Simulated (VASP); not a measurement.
# PbS (rocksalt type) (Fm-3m) in VASP: a series of runs

The runs below take PbS (rocksalt type) through single point, with PBE.

Program: VASP 6.6.1. These are calculated values, not measurements. Logs are shortened: lines on timing, memory, paths and dates and some standing lists are left out, and cuts for length are marked.

### Step 1. The cell of the first run

It takes space group Fm-3m (No. 225, cubic). The conventional cell has a = 4.923 Å, b = 4.923 Å, c = 4.923 Å, α = 90.00°, β = 90.00°, γ = 90.00°. Within 3.2 Å of Pb (site symmetry m-3m) lie 6 S at 2.46 Å. S (site symmetry m-3m) has 6 Pb at 2.46 Å within 3.2 Å.

### Step 2. Single point, PBE (volume scaled by 0.55)

Input file INCAR:

```
PREC = Accurate ; ENCUT = 520
EDIFF = 1E-6 ; ISMEAR = -1
SIGMA = 0.1 ; LREAL = F
LASPH = T ; NELM = 100
ALGO = Normal ; ISIF = 2
LWAVE = F ; LCHARG = F
GGA = PE ; NBANDS = 17
```

Input file KPOINTS:

```
regular mesh
0
Gamma
  14 14 14
```

Input file POSCAR:

```
PbS
1.0
    0.0000000000      2.4614206454      2.4614206454
    2.4614206454      0.0000000000      2.4614206454
    2.4614206454      2.4614206454      0.0000000000
Pb S
1 1
Direct
    0.0000000000      0.0000000000      0.0000000000
    0.5000000000      0.5000000000      0.5000000000
```

Potentials or basis: VASP PAW PBE potentials, release 64 (Pb_d, S).

On the command line:

```sh
$ cat potpaw_PBE.64/Pb_d/POTCAR potpaw_PBE.64/S/POTCAR > POTCAR
$ mpirun -np 1 vasp_std > vasp.out
```

OUTCAR:

```text
PREC = Accurate
   ENCUT = 520
   EDIFF = 1E-6
   ISMEAR = -1
   LREAL = F
   LASPH = T
   NELM = 100
   ISIF = 2
   GGA = PE

 ion  position               nearest neighbor table
   1  0.000  0.000  0.000-   2 2.46   2 2.46   2 2.46   2 2.46   2 2.46   2 2.46
   2  0.500  0.500  0.500-   1 2.46   1 2.46   1 2.46   1 2.46   1 2.46   1 2.46

  LATTYP: Found a face centered cubic cell.
 ALAT       =     4.9228412908

  Lattice vectors:

 A1 = (   0.0000000000,   2.4614206454,   2.4614206454)
 A2 = (   2.4614206454,   0.0000000000,   2.4614206454)
 A3 = (   2.4614206454,   2.4614206454,   0.0000000000)

Analysis of symmetry for initial positions (statically):
=====================================================================
 Subroutine PRICEL returns:
 Original cell was already a primitive cell.

 Routine SETGRP: Setting up the symmetry group for a
 face centered cubic supercell.

 Subroutine GETGRP returns: Found 48 space group operations
 (whereof 48 operations were pure point group operations)
 out of a pool of 48 trial point group operations.

The static configuration has the point symmetry O_h .

Analysis of symmetry for dynamics (positions and initial velocities):
=====================================================================
 Subroutine PRICEL returns:
 Original cell was already a primitive cell.

 Routine SETGRP: Setting up the symmetry group for a
 face centered cubic supercell.

 Subroutine GETGRP returns: Found 48 space group operations
 (whereof 48 operations were pure point group operations)
 out of a pool of 48 trial point group operations.

The dynamic configuration has the point symmetry O_h .

 Subroutine INISYM returns: Found 48 space group operations
 (whereof 48 operations are pure point group operations),
 and found     1 'primitive' translations

----------------------------------------------------------------------------------------

                                     Primitive cell

  volume of cell :      29.8255

  direct lattice vectors                    reciprocal lattice vectors
     0.000000000  2.461420645  2.461420645    -0.203134723  0.203134723  0.203134723
     2.461420645  0.000000000  2.461420645     0.203134723 -0.203134723  0.203134723
     2.461420645  2.461420645  0.000000000     0.203134723  0.203134723 -0.203134723

  length of vectors
     3.480974459  3.480974459  3.480974459     0.351839660  0.351839660  0.351839660

  position of ions in fractional coordinates (direct lattice)
     0.000000000  0.000000000  0.000000000
     0.500000000  0.500000000  0.500000000

  ion indices of the primitive-cell ions
   primitive index   ion index
                 1           1
                 2           2

----------------------------------------------------------------------------------------

 KPOINTS: regular mesh

Automatic generation of k-mesh.
 Grid dimensions read from file:
 generate k-points for:   14   14   14

 Generating k-lattice:

  Cartesian coordinates                     Fractional coordinates (reciprocal lattice)
    -0.014509623  0.014509623  0.014509623     0.071428571  0.000000000  0.000000000
     0.014509623 -0.014509623  0.014509623     0.000000000  0.071428571  0.000000000
     0.014509623  0.014509623 -0.014509623     0.000000000  0.000000000  0.071428571

  Length of vectors
     0.025131404  0.025131404  0.025131404

  Shift w.r.t. Gamma in fractional coordinates (k-lattice)
     0.000000000  0.000000000  0.000000000

 Subroutine IBZKPT returns following result:
 ===========================================

 Found    104 irreducible k-points:

 Following reciprocal coordinates:
            Coordinates               Weight
  0.000000  0.000000  0.000000      1.000000
  0.071429  0.000000  0.000000      8.000000
  0.142857  0.000000  0.000000      8.000000
  0.214286  0.000000  0.000000      8.000000
  0.285714  0.000000  0.000000      8.000000
  0.357143  0.000000  0.000000      8.000000
[... 16 lines left out ...]
  0.214286  0.142857  0.000000     24.000000
  0.285714  0.142857  0.000000     24.000000
 [... further k-points ...]
   k-points           NKPTS =    104   k-points in BZ     NKDIM =    104   number of bands    NBANDS=     17
   number of dos      NEDOS =    301   number of ions     NIONS =      2
   total plane-waves  NPLWV =  21952
   dimension x,y,z NGX =    28 NGY =   28 NGZ =   28
   dimension x,y,z NGXF=    56 NGYF=   56 NGZF=   56
   ions per type =               1   1
   NGX,Y,Z   is equivalent  to a cutoff of  13.37, 13.37, 13.37 a.u.
   NGXF,Y,Z  is equivalent  to a cutoff of  26.74, 26.74, 26.74 a.u.
 SYSTEM =  unknown system
   PREC   = accura    normal or accurate (medium, high low for compatibility)
   ISTART =      0    job   : 0-new  1-cont  2-samecut
   ICHARG =      2    charge: 1-file 2-atom 10-const
   ISPIN  =      1    spin polarized calculation?
   LNONCOLLINEAR =      F non collinear calculations
   LSORBIT =      F    spin-orbit coupling
   LASPH  =      T    aspherical Exc in radial PAW
   ENCUT  =  520.0 eV  38.22 Ry    6.18 a.u.   6.47  6.47  6.47*2*pi/ulx,y,z
   NELM   =    100;   NELMIN=  2; NELMDL= -5     # of ELM steps
   EDIFF  = 0.1E-05   stopping-criterion for ELM
   LREAL  =      F    real-space projection
   EDIFFG = 0.1E-04   stopping-criterion for IOM
   NSW    =      0    number of steps for IOM
   IBRION =     -1    ionic relax: 0-MD 1-quasi-New 2-CG
   NFREE  =      0    steps in history (QN), initial steepest desc. (CG)
   ISIF   =      2    stress and relaxation
   ISYM   =      2    0-nonsym 1-usesym 2-fastsym
   POTIM  = 0.5000    time-step for ionic-motion
   TEBEG  =    0.0;   TEEND  =   0.0 temperature during run
   PSTRESS=    0.0 pullay stress
   NELECT =      20.0000    total number of electrons
   NUPDOWN=      -1.0000    fix difference up-down
   EMIN   =  10.00;   EMAX   =-10.00  energy-range for DOS
   EFERMI =   0.00;   METHOD = LEGACY
   ISMEAR =    -1;   SIGMA  =   0.10  broadening in eV -4-tet -1-fermi 0-gaus
   EFERMI_NEDOS =   21; number of points for ismear=-14 and -15
   IALGO  =     38    algorithm
   IMIX   =      4    mixing-type and parameters
     AMIX     =   0.40;   BMIX     =  1.00
     AMIX_MAG =   1.60;   BMIX_MAG =  1.00
  volume/ion in A,a.u.               =      14.91       100.64
  Fermi-wavevector in a.u.,A,eV,Ry     =   1.432921  2.707829 27.936344  2.053263
  Thomas-Fermi vector in A             =   2.552496
   LORBIT       =      0    0 simple, 1 ext, 2 COOP (PROOUT), +10 PAW based schemes
   GGA     = PE    functional components
   LHFCALC =     F    Hartree Fock is set to
   AEXX    =    0.0000 exact exchange contribution
   IVDW    =     0    specifies the selected vdW correction
   LEPSILON=     F    determine dielectric tensor
   LRPA    =     F    only Hartree local field effects (RPA)
 non-spin polarized calculation
  energy-cutoff  :      520.00
  volume of cell :       29.83
 maximum number of plane-waves:       822
 NGX is ok and might be reduce to    28
   NGX = 13   NGY = 13   NGZ = 13

 number of electron      19.9999998 magnetization

 Free energy of the ion-electron system (eV)
  ---------------------------------------------------
  ext. energy  EPLUGINS =         0.00000000
  ---------------------------------------------------
  free energy    TOTEN  =        -3.82451132 eV

  energy without entropy =       -3.80833521  energy(sigma->0) =       -3.81642326

 E-fermi :  14.8097     XC(G=0): -12.6069

 val. band max:       14.7693492206   @ k =   0.5000   0.1429   0.0714
 cond. band min:      14.9203213548   @ k =  -0.1429   0.1429   0.0000
 fundamental gap:      0.1509721342
 Fermi energy:        14.8096617208

 k-point     1 :       0.0000    0.0000    0.0000
  band No.  band energies     occupation
      1      -5.0614      2.00000
      2      -3.6421      2.00000
      3      -3.6421      2.00000
      4      -3.6249      2.00000
      5      -3.6249      2.00000
      6      -3.6249      2.00000
[... 9 lines left out ...]
     16      22.5793      0.00000
     17      22.5793      0.00000

 k-point     2 :       0.0714    0.0000    0.0000
  band No.  band energies     occupation
      1      -4.9717      2.00000
      2      -3.6550      2.00000
      3      -3.6550      2.00000
      4      -3.6275      2.00000
      5      -3.6111      2.00000
      6      -3.6111      2.00000
[... 9 lines left out ...]
     16      21.8911      0.00000
     17      23.0126      0.00000

 k-point     3 :       0.1429    0.0000    0.0000
  band No.  band energies     occupation
      1      -4.7085      2.00000
      2      -3.6959      2.00000
      3      -3.6959      2.00000
      4      -3.6311      2.00000
      5      -3.5675      2.00000
      6      -3.5675      2.00000
[... 9 lines left out ...]
     16      21.6566      0.00000
     17      24.5225      0.00000

 k-point     4 :       0.2143    0.0000    0.0000
  band No.  band energies     occupation
      1      -4.3012      2.00000
      2      -3.7550      2.00000
      3      -3.7550      2.00000
      4      -3.6132      2.00000
      5      -3.5029      2.00000
      6      -3.5029      2.00000
[... 9 lines left out ...]
     16      21.8361      0.00000
     17      26.4239      0.00000

 k-point     5 :       0.2857    0.0000    0.0000
  band No.  band energies     occupation
      1      -3.9158      2.00000
      2      -3.8194      2.00000
      3      -3.8194      2.00000
      4      -3.4299      2.00000
      5      -3.4299      2.00000
      6      -3.4255      2.00000
[... 9 lines left out ...]
     16      22.3991      0.00000
     17      28.5803      0.00000

 k-point     6 :       0.3571    0.0000    0.0000
  band No.  band energies     occupation
      1      -3.8766      2.00000
      2      -3.8766      2.00000
      3      -3.8162      2.00000
      4      -3.3631      2.00000
      5      -3.3631      2.00000
      6      -2.8492      2.00000
[... 9 lines left out ...]
     16      23.0696      0.00000
     17      30.7848      0.00000

 k-point     7 :       0.4286    0.0000    0.0000
  band No.  band energies     occupation
      1      -3.9156      2.00000
      2      -3.9156      2.00000
      3      -3.8053      2.00000
      4      -3.3161      2.00000
      5      -3.3161      2.00000
      6      -2.2051      2.00000
[... 9 lines left out ...]
     16      24.0335      0.00000
     17      29.0478      0.00000

 k-point     8 :       0.5000    0.0000    0.0000
  band No.  band energies     occupation
      1      -3.9294      2.00000
      2      -3.9294      2.00000
      3      -3.8049      2.00000
      4      -3.2993      2.00000
      5      -3.2993      2.00000
      6      -1.8905      2.00000
[... 9 lines left out ...]
     16      24.7895      0.00000
     17      28.0782      0.00000
[... 203 lines left out ...]
      1      -4.1707      2.00000
      2      -3.7971      2.00000
      3      -3.7360      2.00000
      4      -3.6066      2.00000
      5      -3.5013      2.00000
      6      -3.3545      2.00000
[... 9 lines left out ...]
     16      23.1141      0.00000
     17      27.1192      0.00000

 k-point    20 :      -0.1429    0.0714    0.0000
  band No.  band energies     occupation
      1      -4.5343      2.00000
      2      -3.7369      2.00000
      3      -3.6967      2.00000
      4      -3.6394      2.00000
      5      -3.5626      2.00000
      6      -3.4889      2.00000
[... 9 lines left out ...]
     16      22.6675      0.00000
     17      25.4649      0.00000

 k-point    21 :      -0.0714    0.0714    0.0000
  band No.  band energies     occupation
      1      -4.8286      2.00000
      2      -3.6867      2.00000
      3      -3.6638      2.00000
      4      -3.6349      2.00000
      5      -3.6009      2.00000
      6      -3.5685      2.00000
[... 9 lines left out ...]
     16      22.3617      0.00000
     17      24.2279      0.00000

 k-point    22 :       0.1429    0.1429    0.0000
  band No.  band energies     occupation
      1      -4.6854      2.00000
      2      -3.6682      2.00000
      3      -3.6645      2.00000
      4      -3.6094      2.00000
      5      -3.5549      2.00000
      6      -3.5549      2.00000
[... 9 lines left out ...]
     16      24.6375      0.00000
     17      24.7128      0.00000

 k-point    23 :       0.2143    0.1429    0.0000
  band No.  band energies     occupation
      1      -4.5474      2.00000
      2      -3.6844      2.00000
      3      -3.6262      2.00000
      4      -3.5938      2.00000
      5      -3.4940      2.00000
      6      -3.4565      2.00000
[... 9 lines left out ...]
     16      24.2451      0.00000
     17      25.9278      0.00000

 k-point    24 :       0.2857    0.1429    0.0000
  band No.  band energies     occupation
      1      -4.4276      2.00000
      2      -3.6952      2.00000
      3      -3.6743      2.00000
      4      -3.5570      2.00000
      5      -3.4167      2.00000
      6      -3.1271      2.00000
[... 9 lines left out ...]
     16      24.0417      0.00000
     17      27.5222      0.00000

 [... further k-points ...]
[... 5 lines left out ...]
  --------------------------------------------------------------------------------------
  -------------------------------------------------------------------------------------
  Total       19.9733327     19.9733327     19.9733327      0.0000000      0.0000000      0.0000000
  in kB     1072.9354784   1072.9354784   1072.9354784      0.0000000      0.0000000      0.0000000
  external PRESSURE =    1072.9354784 kB  Pullay stress =       0.0000000 kB

 VOLUME and BASIS-vectors are now :
 -----------------------------------------------------------------------------
  energy-cutoff  :      520.00
  volume of cell :       29.83
      direct lattice vectors                 reciprocal lattice vectors
     0.000000000  2.461420645  2.461420645    -0.203134723  0.203134723  0.203134723
     2.461420645  0.000000000  2.461420645     0.203134723 -0.203134723  0.203134723
     2.461420645  2.461420645  0.000000000     0.203134723  0.203134723 -0.203134723

 POSITION                                       TOTAL-FORCE (eV/Angst)
 -----------------------------------------------------------------------------------
      0.00000      0.00000      0.00000        -0.000000      0.000000      0.000000
      2.46142      2.46142      2.46142         0.000000     -0.000000     -0.000000
 -----------------------------------------------------------------------------------
    total drift:                               -0.000000      0.000000      0.000000

  FREE ENERGIE OF THE ION-ELECTRON SYSTEM (eV)
  ---------------------------------------------------
  free  energy   TOTEN  =        -3.8245113172 eV

  energy  without entropy=       -3.8083352098  energy(sigma->0) =       -3.81642326
```

Wall time 23 s (1 thread of Intel Xeon 6975P-C (Granite Rapids), shared host); peak memory 0.19 GiB.

Results:

| Property | Result |
| --- | --- |
| Free energy | -3.8245 eV |
| Pressure | 107.3 GPa |
| Band gap on the k mesh | zero (band 10 reaches 15.55 eV, above the bottom of band 11 at 14.58 eV) |

Caveat: spin-orbit coupling is left out, which moves the levels of the heavy elements.

### Step 3. Single point, PBE (volume scaled by 0.55)

Input file INCAR:

```
SYSTEM = PbS
ALGO     = Normal         ! electronic algorithm
EDIFF    = 1E-6           ! SCF threshold, eV
ENCUT    = 520            ! plane-wave cutoff, eV
GGA      = PE             ! functional
ISIF     = 2              ! what is computed and relaxed
ISMEAR   = -1             ! smearing method
LASPH    = .True.         ! aspherical terms in the spheres
LCHARG   = .True.         ! write CHGCAR
LELF     = .True.         ! ELF
LREAL    = .False.        ! projectors in reciprocal space
LVHAR    = .True.       
LWAVE    = .False.        ! write WAVECAR
NBANDS   = 17             ! bands
NELM     = 80             ! most SCF steps
PREC     = Accurate       ! precision mode
SIGMA    = 0.1            ! smearing width, eV
```

Input file KPOINTS:

```
k-points
0
Gamma
  14 14 14
  0 0 0
```

POSCAR is that of step 2.

Potentials or basis: VASP PAW PBE potentials, release 64 (Pb_d, S).

On the command line:

```sh
$ cat potpaw_PBE.64/Pb_d/POTCAR potpaw_PBE.64/S/POTCAR > POTCAR
$ mpirun -np 1 vasp_std > vasp.out
```

Wall time 24 s (1 thread of Intel Xeon 6975P-C (Granite Rapids), shared host); peak memory 0.19 GiB.

The run converged. Its results:

```
Free energy            : -3.8245 eV
Pressure               : 107.3 GPa
Band gap on the k mesh : zero (band 10 reaches 15.55 eV, above the bottom of band 11 at 14.58 eV)
```

Levels at points of the mesh, in eV from the Fermi level:
| k point | band 8 | band 9 | band 10 | band 11 | band 12 | band 13 |
| --- | --- | --- | --- | --- | --- | --- |
| (0.00, 0.00, 0.00) | -4.97 | -4.97 | -3.51 | 5.57 | 5.57 | 5.57 |
| (0.50, 0.00, 0.00) | -3.47 | -3.47 | -1.18 | 0.49 | 0.49 | 2.60 |
| (0.50, 0.50, 0.00) | -7.83 | -7.42 | -7.42 | 1.57 | 8.21 | 8.90 |

Caveat: spin-orbit coupling is left out, which moves the levels of the heavy elements.

### Step 4. Single point, PBE (volume scaled by 0.64)

Input file INCAR:

```
PREC     = Accurate       # precision mode
ENCUT    = 520            # plane-wave cutoff, eV
EDIFF    = 1E-6           # SCF threshold, eV
ISMEAR   = -1             # smearing method
SIGMA    = 0.1            # smearing width, eV
LREAL    = False          # projectors in reciprocal space
LASPH    = True           # aspherical terms in the spheres
NELM     = 80             # most SCF steps
ALGO     = Normal         # electronic algorithm
ISIF     = 2              # what is computed and relaxed
LWAVE    = False          # write WAVECAR
LCHARG   = False          # write CHGCAR
GGA      = PE             # functional
NBANDS   = 17             # bands
```

Input file KPOINTS:

```
Automatic mesh
0
Gamma
  14 14 14
```

Input file POSCAR:

```
PbS
1.0
    0.0000000000      2.5889575752      2.5889575752
    2.5889575752      0.0000000000      2.5889575752
    2.5889575752      2.5889575752      0.0000000000
Pb S
1 1
Direct
    0.0000000000      0.0000000000      0.0000000000
    0.5000000000      0.5000000000      0.5000000000
```

On the command line:

```sh
$ cat potpaw_PBE.64/Pb_d/POTCAR potpaw_PBE.64/S/POTCAR > POTCAR
$ mpirun -np 1 vasp_std > vasp.out
```

It took 25 s on 1 thread of Intel Xeon 6975P-C (Granite Rapids), shared host; peak memory 0.2 GiB.

The run converged. Its results:

```yaml
Free_energy: -6.2912 eV
Pressure: 59.2 GPa
Band_gap_on_the_k_mesh: 0.06 eV, indirect (least direct gap 0.46 eV)
```

Levels at points of the mesh, in eV from the valence-band top:
```
           k point  band 7  band 8  band 9  band 10  band 11  band 12  band 13  band 14
(0.00, 0.00, 0.00)   -4.57   -4.25   -4.25    -4.25     5.78     5.78     5.78     6.86
(0.50, 0.00, 0.00)  -11.83   -3.22   -3.22    -0.74     0.91     0.91     1.46     9.38
(0.50, 0.50, 0.00)   -9.10   -7.76   -6.31    -6.31     2.09     7.35     7.79     7.79
```

Caveat: spin-orbit coupling is left out, which moves the levels of the heavy elements. A k mesh can miss the band edges.
